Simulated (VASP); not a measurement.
A run of VASP 6.6.1 is set up as follows.

File INCAR:

```
PREC     = Accurate       # precision mode
ENCUT    = 520            # plane-wave cutoff, eV
EDIFF    = 1E-7           # SCF threshold, eV
ISMEAR   = -1             # smearing method
SIGMA    = 0.03           # smearing width, eV
LREAL    = False          # projectors in reciprocal space
LASPH    = True           # aspherical terms in the spheres
NELM     = 100            # most SCF steps
ALGO     = Normal         # electronic algorithm
ISIF     = 2              # what is computed and relaxed
LWAVE    = False          # write WAVECAR
LCHARG   = False          # write CHGCAR
GGA      = PS             # functional
IBRION   = 2              # ionic algorithm
NSW      = 50             # ionic steps
EDIFFG   = -0.01          # ionic threshold
```

Contents of KPOINTS:

```
Automatic mesh
0
Gamma
  7 7 7
```

The input POSCAR:

```
RbBr
1.0
    3.3805828960      0.0000000000      0.0000000000
    0.0000000000      3.3805828960      0.0000000000
    0.0000000000      0.0000000000      3.3805828960
Rb Br
1 1
Direct
    0.0000000000      0.0000000000      0.0000000000
    0.5000000000      0.5000000000      0.5000000000
```

Potentials or basis: VASP PAW PBE potentials, release 64 (Rb_sv, Br).

Command:

```bash
$ cat potpaw_PBE.64/Rb_sv/POTCAR potpaw_PBE.64/Br/POTCAR > POTCAR
$ mpirun -np 1 vasp_std > vasp.out
```

Task: Estimate the band gap on the k mesh.

Result: 3.56 eV, direct.

Final structure:
```
Rb Br
1.0
     3.38058    0.00000    0.00000
     0.00000    3.38058    0.00000
     0.00000    0.00000    3.38058
Rb Br
1 1
Cartesian
  0.0000 0.0000 0.0000
  1.6903 1.6903 1.6903
```

Caveat: the relaxation stopped at its first step, so nothing moved. A k mesh can miss the band edges.
